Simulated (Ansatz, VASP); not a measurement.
## SiC: VASP beside Ansatz

File INCAR:

```
ALGO     = Normal         # electronic algorithm
EDIFF    = 1E-6           # SCF threshold, eV
ENCUT    = 520            # plane-wave cutoff, eV
GGA      = PE             # functional
ISIF     = 2              # what is computed and relaxed
ISMEAR   = 0              # smearing method
LASPH    = True           # aspherical terms in the spheres
LCHARG   = False          # write CHGCAR
LREAL    = False          # projectors in reciprocal space
LWAVE    = False          # write WAVECAR
NBANDS   = 16             # bands
NELM     = 80             # most SCF steps
PREC     = Accurate       # precision mode
SIGMA    = 0.05           # smearing width, eV
```

KPOINTS

```
k-points
0
Gamma
  12 12 6
```

File POSCAR:

```
SiC
1.0
    3.0919867344      0.0000000000      0.0077299668
   -1.5459933672      2.6777390602     -0.0038649834
    0.0126844115      0.0000000000      5.0737646004
Si C
2 2
Direct
    0.3333333333      0.6666666667      0.0045636718
    0.6666666667      0.3333333333      0.5045636718
    0.3333333333      0.6666666667      0.3804363282
    0.6666666667      0.3333333333      0.8804363282
```

Input for Ansatz:

```yaml
crystal:
  lattice:
    - [3.0919867344, 0.0, 0.0077299668]
    - [-1.5459933672, 2.6777390602, -0.0038649834]
    - [0.0126844115, 0.0, 5.0737646004]
  atoms:
    - { symbol: Si, position: [0.3333333333, 0.6666666667, 0.0045636718] }
    - { symbol: Si, position: [0.6666666667, 0.3333333333, 0.5045636718] }
    - { symbol: C, position: [0.3333333333, 0.6666666667, 0.3804363282] }
    - { symbol: C, position: [0.6666666667, 0.3333333333, 0.8804363282] }
basis:
  ecutwfc: 420
kpoints:
  mp_grid: { grid: [12, 12, 6] }
hamiltonian:
  xc: pbe
scf:
  occupations: { method: gaussian, width: 0.05 }
output:
  forces: true
  stress: true
  eigenvalues: true
```

Change from the starting cell: strain +0.0050 x Voigt [0, 0, 0, 0, 1, 0], atoms carried along.

Alike in both runs: task single point; functional PBE; k mesh 12 × 12 × 6; occupations gaussian, width 0.05 eV; no spin polarisation.

```csv
,VASP,Ansatz
version,VASP 6.6.1,Ansatz 0.2.0
potentials or method,"VASP PAW PBE potentials, release 64 (Si, C), cutoff 520 eV","scalar-relativistic, plane waves, PAW"
valence electrons in the cell,16,16
```

Ansatz gave:

- gap on the k mesh at the Fermi level (eV): 2.31
- least direct gap on the mesh (eV): 3.94
- pressure (GPa): 0.0
- traceless stress, the component that is largest in VASP (GPa): -0.81
- rms of the force components (eV/Å): 0.016

Question: What did VASP give for the same quantities?

Answer: gap on the k mesh at the Fermi level (eV): 2.30; least direct gap on the mesh (eV): 3.94; pressure (GPa): 0.0; traceless stress, the component that is largest in VASP (GPa): -0.82; rms of the force components (eV/Å): 0.016.

Atom by atom the forces differ by 0.000 eV/Å (rms over components).
